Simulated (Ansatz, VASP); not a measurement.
Ba9S8 in VASP and in Ansatz

```
CELL_PARAMETERS angstrom
6.42852 0.00000 6.42852
0.00000 -6.42852 6.42852
6.42852 -6.42852 0.00000
ATOMIC_POSITIONS crystal
Ba 0.99958 0.50051 0.49924
Ba 0.99959 0.00094 0.49926
Ba 0.49998 0.50055 0.49921
Ba 0.51930 0.02037 0.44027
Ba 0.99961 0.50060 0.99949
Ba 0.94041 0.02042 0.01902
Ba 0.51955 0.44112 0.01915
Ba 0.51953 0.02043 0.01913
Ba 0.37473 0.87539 0.87471
S 0.75469 0.73572 0.25433
S 0.75469 0.25550 0.25433
S 0.24558 0.74651 0.26168
S 0.23477 0.25558 0.25432
S 0.76180 0.74660 0.74527
S 0.75471 0.25559 0.73437
S 0.24571 0.74669 0.74532
S 0.24573 0.26250 0.74533
```

Alike in both runs: functional PBE; k mesh 2 × 2 × 2; occupations gaussian, width 0.02 eV; no spin polarisation.

Ansatz relaxed the structure, and its values are those at the end. VASP's run is a single point on that final structure, the one shown.

```csv
,VASP,Ansatz
version,VASP 6.6.1,Ansatz 0.2.0
potentials or method,"VASP PAW PBE potentials, release 64 (Ba_sv, S), cutoff 520 eV","scalar-relativistic, plane waves, PAW"
valence electrons in the cell,138,138
```

Ansatz gave:

| Property | Result |
| --- | --- |
| gap on the k mesh at the Fermi level (eV) | none |
| rms of the force components (eV/Å) | 0.007 |

Question: What did VASP give for the same quantities?

Answer: gap on the k mesh at the Fermi level (eV): none; rms of the force components (eV/Å): 0.023.

A gap of «none» marks a metal or a gap that the smearing closes. With one functional, cell and mesh, what is left measures potentials, basis and numerics.

The k mesh is coarse, so the values compare programs but aren't converged. Spin-orbit coupling is off throughout.
